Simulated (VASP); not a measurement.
Wanted: the native input for a VASP 6.6.1 run.

* Task: single point
* Functional: PBEsol
* Potentials or basis: VASP PAW PBE potentials, release 64 (I)
* Cutoff: 520 eV
* k mesh: 12 × 12 × 4
* Occupations: gaussian, width 0.01 eV
* Spin: no spin polarisation
* Dipole correction: no
* Further INCAR settings: ALGO = Normal; EDIFF = 1e-06; NBANDS = 22

The structure of I lies in POSCAR:

```
I
1.0
    2.6585281355     -2.1213566159      0.0000000000
    2.6585281355      2.1213566159      0.0000000000
    0.0000000000      0.0000000000      8.3681081170
I
4
Direct
    0.7499499655      0.2500500345      0.1249724720
    0.7500500345      0.2499499655      0.6249724720
    0.2500500345      0.7499499655      0.8750275280
    0.2499499655      0.7500500345      0.3750275280
```

The input as run:

INCAR

```
PREC     = Accurate       # precision mode
ENCUT    = 520            # plane-wave cutoff, eV
EDIFF    = 1E-6           # SCF threshold, eV
ISMEAR   = 0              # smearing method
SIGMA    = 0.01           # smearing width, eV
LREAL    = False          # projectors in reciprocal space
LASPH    = True           # aspherical terms in the spheres
NELM     = 60             # most SCF steps
ALGO     = Normal         # electronic algorithm
ISIF     = 2              # what is computed and relaxed
LWAVE    = False          # write WAVECAR
LCHARG   = True           # write CHGCAR
GGA      = PS             # functional
LELF     = True           # ELF
LVHAR    = True         
NBANDS   = 22             # bands
```

KPOINTS

```
Automatic mesh
0
Gamma
  12 12 4
```

Potentials or basis: VASP PAW PBE potentials, release 64 (I).

Command:

```console
$ cat potpaw_PBE.64/I/POTCAR > POTCAR
$ mpirun -np 1 vasp_std > vasp.out
```

Results of the run:

| Property | Result |
| --- | --- |
| Pressure | 25.0 GPa |
| Largest force | 0.005 eV/Å |
| Band gap on the k mesh | zero (bands 14 and 15 overlap by 3.03 eV) |

Caveat: the cell stands under pressure; the PAW data sets were made with another functional, which shifts forces and pressure a little; spin-orbit coupling is left out, which moves the levels of the heavy elements.

Wall time 91 s on 1 thread of Intel(R) Xeon(R) 6975P-C (Granite Rapids), with other jobs on the host, peak memory 0.34 GiB.
